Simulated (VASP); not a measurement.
Input of a VASP 6.6.1 run:

Contents of INCAR:

```
ALGO = Normal
EDIFF = 1E-7
ENCUT = 520
GGA = PS
ISIF = 2
ISMEAR = -1
LASPH = T
LCHARG = T
LELF = T
LREAL = F
LVHAR = T
LWAVE = F
NBANDS = 16
NELM = 80
PREC = Accurate
SIGMA = 0.08
```

KPOINTS

```
k-points
0
Gamma
  14 14 14
```

Contents of POSCAR:

```
InAs
1.0
    0.0000000000      3.0100235905      3.0100235905
    3.0100235905      0.0000000000      3.0100235905
    3.0100235905      3.0100235905      0.0000000000
In As
1 1
Direct
    0.0000000000      0.0000000000      0.0000000000
    0.7500000000      0.7500000000      0.7500000000
```

Potentials or basis: VASP PAW PBE potentials, release 64 (In_d, As).

The run is started by

```sh
$ cat potpaw_PBE.64/In_d/POTCAR potpaw_PBE.64/As/POTCAR > POTCAR
$ mpirun -np 1 vasp_std > vasp.out
```

What does it give for the pressure?

2.1 GPa.

What does it give for the band gap on the k mesh?

Zero (filled and empty bands touch).

Caveat: semilocal functionals underestimate gaps, and a narrow one can read as zero; the PAW data sets were made with another functional, which shifts forces and pressure a little; spin-orbit coupling is left out, which moves the levels of the heavy elements.
